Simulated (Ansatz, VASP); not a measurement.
## One calculation of CdI2, two programs

INCAR

```
PREC = Accurate ; ENCUT = 500
EDIFF = 1E-6 ; ISMEAR = -1
SIGMA = 0.03 ; LREAL = F
LASPH = T ; NELM = 120
ALGO = Normal ; ISIF = 2
LWAVE = F ; LCHARG = T
GGA = PS ; LELF = T
LVHAR = T ; NBANDS = 20
GGA_COMPAT = F
```

KPOINTS

```
regular mesh
0
Gamma
  8 8 5
```

The input POSCAR:

```
CdI2
1.0
    4.2580989834      0.0000000000      0.0000000000
   -2.1290494917      3.6876218914      0.0000000000
    0.0000000000      0.0000000000      6.8817875428
Cd I
1 2
Direct
    0.0000000000      0.0000000000      0.0000000000
    0.3333333333      0.6666666667      0.2492000000
    0.6666666667      0.3333333333      0.7508000000
```

Input for Ansatz:

```yaml
crystal:
  lattice:
    - [4.2580989834, 0.0, 0.0]
    - [-2.1290494917, 3.6876218914, 0.0]
    - [0.0, 0.0, 6.8817875428]
  atoms:
    - { symbol: Cd, position: [0.0, 0.0, 0.0] }
    - { symbol: I, position: [0.3333333333, 0.6666666667, 0.2492] }
    - { symbol: I, position: [0.6666666667, 0.3333333333, 0.7508] }
kpoints:
  mp_grid: { grid: [8, 8, 5] }
  band_path:
    path:
      - [0.0, 0.0, 0.0]
      - [0.5, 0.0, 0.0]
      - [0.3333333333, 0.3333333333, 0.0]
      - [0.0, 0.0, 0.0]
      - [0.0, 0.0, 0.5]
      - [0.5, 0.0, 0.5]
      - [0.3333333333, 0.3333333333, 0.5]
      - [0.0, 0.0, 0.5]
      - [0.5, 0.0, 0.5]
    npoints: 5
scf:
  occupations: { method: fermi_dirac, width: 0.03 }
hamiltonian:
  xc: pbesol
  pseudopotentials: { kind: all_electron, lapw: { basis_error: 0.0005 } }
output:
  forces: true
  stress: true
  eigenvalues: true
```

Change from the starting cell: volume scaled by 1.01.

Alike in both runs: task single point; functional PBEsol; k mesh 8 × 8 × 5; occupations fermi-dirac, width 0.03 eV; no spin polarisation.

|  | VASP | Ansatz |
| --- | --- | --- |
| version | VASP 6.6.1 | Ansatz 0.2.0 |
| potentials or method | VASP PAW PBE potentials, release 64 (Cd, I), cutoff 500 eV | all-electron LAPW, scalar-relativistic |

```tsv
	VASP	Ansatz	Ansatz less VASP
gap on the k mesh at the Fermi level (eV)	2.28	2.29	+0.008
pressure (GPa)	-0.6	-0.7	-0.11
traceless stress, the component that is largest in VASP (GPa)	0.12	0.13	+0.010
rms of the force components (eV/Å)	0.058	0.069	+0.0111
```

VASP's potentials were made for PBE, not for PBEsol. Atom by atom the forces differ by 0.011 eV/Å (rms over components). Ansatz ran all-electron here, and VASP with PAW potentials.

Spin-orbit coupling is off throughout.
